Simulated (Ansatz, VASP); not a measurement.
**Two plane-wave programs on CdSe**

File INCAR:

```
SYSTEM = CdSe
PREC = Accurate ; ENCUT = 500
EDIFF = 1E-6 ; ISMEAR = 0
SIGMA = 0.1 ; LREAL = .FALSE.
LASPH = .TRUE. ; NELM = 120
ALGO = Normal ; ISIF = 2
LWAVE = .FALSE. ; LCHARG = .TRUE.
GGA = PE ; LELF = .TRUE.
LVHAR = .TRUE. ; NBANDS = 16
GGA_COMPAT = .FALSE.
```

File KPOINTS:

```
regular mesh
0
G
  6 6 6
  0 0 0
```

The input POSCAR:

```
CdSe
1.0
    0.0000000000      2.8739580000      2.8739580000
    2.8739580000      0.0000000000      2.8739580000
    2.8739580000      2.8739580000      0.0000000000
Cd Se
1 1
Direct
    0.0000000000      0.0000000000      0.0000000000
    0.5000000000      0.5000000000      0.5000000000
```

Input for Ansatz:

```yaml
crystal:
  lattice:
    - [0.0, 2.873958, 2.873958]
    - [2.873958, 0.0, 2.873958]
    - [2.873958, 2.873958, 0.0]
  atoms:
    - { symbol: Cd, position: [0.0, 0.0, 0.0] }
    - { symbol: Se, position: [0.5, 0.5, 0.5] }
basis:
  ecutwfc: 420
kpoints:
  mp_grid: { grid: [6, 6, 6] }
hamiltonian:
  xc: pbe
scf:
  occupations: { method: gaussian, width: 0.1 }
output:
  forces: true
  stress: true
  eigenvalues: true
```

Alike in both runs: task single point; functional PBE; k mesh 6 × 6 × 6; occupations gaussian, width 0.1 eV; no spin polarisation.

|  | VASP | Ansatz |
| --- | --- | --- |
| version | VASP 6.6.1 | Ansatz 0.2.0 |
| potentials or method | VASP PAW PBE potentials, release 64 (Cd, Se), cutoff 500 eV | scalar-relativistic, plane waves, PAW |
| valence electrons in the cell | 18 | 36 |

```tsv
	VASP	Ansatz	Ansatz less VASP
gap on the k mesh at the Fermi level (eV)	none	none	-
pressure (GPa)	0.0	-0.3	-0.32
```

A gap of «none» marks a metal or a gap that the smearing closes. With one functional, cell and mesh, what is left measures potentials, basis and numerics. VASP's potentials hold 18 valence electrons a cell and Ansatz's 36, so a difference there can come from the potentials and not from the codes.
